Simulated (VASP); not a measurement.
Here is a VASP 6.6.1 calculation.

Contents of POSCAR:

```
ScZn
1.0
    3.3293635622      0.0000000000      0.0000000000
    0.0000000000      3.3293635622      0.0000000000
    0.0000000000      0.0000000000      3.3293635622
Sc Zn
1 1
Direct
    0.0000000000      0.0000000000      0.0000000000
    0.5000000000      0.5000000000      0.5000000000
```

Contents of INCAR.step1:

```
  PREC = Accurate
  ENCUT = 520
  ISMEAR = 0
  SIGMA = 0.1
  LREAL = F
  LASPH = T
  NELM = 80
  NBANDS = 18
  GGA = PE
  ALGO = Normal
  EDIFF = 1E-4
  LWAVE = T
  LCHARG = F
```

The input INCAR.step2:

```
  PREC = Accurate
  ENCUT = 520
  EDIFF = 1E-6
  ISMEAR = 0
  SIGMA = 0.1
  LREAL = F
  LASPH = T
  NELM = 80
  ALGO = Normal
  ISIF = 2
  LWAVE = F
  LCHARG = F
  METAGGA = R2SCAN
  LMIXTAU = T
  NBANDS = 18
  ISTART = 1
```

File KPOINTS:

```
regular mesh
0
Gamma
  7 7 7
```

Potentials or basis: VASP PAW PBE potentials, release 64 (Sc_sv, Zn).

Command:

```console
$ cat potpaw_PBE.64/Sc_sv/POTCAR potpaw_PBE.64/Zn/POTCAR > POTCAR
$ cp INCAR.step1 INCAR
$ mpirun -np 1 vasp_std > vasp.out
$ cp INCAR.step2 INCAR
$ mpirun -np 1 vasp_std > vasp.out
```

Task: Estimate the pressure.

Result: 0.3 GPa.

Caveat: the PAW data sets were made with another functional, which shifts forces and pressure a little.
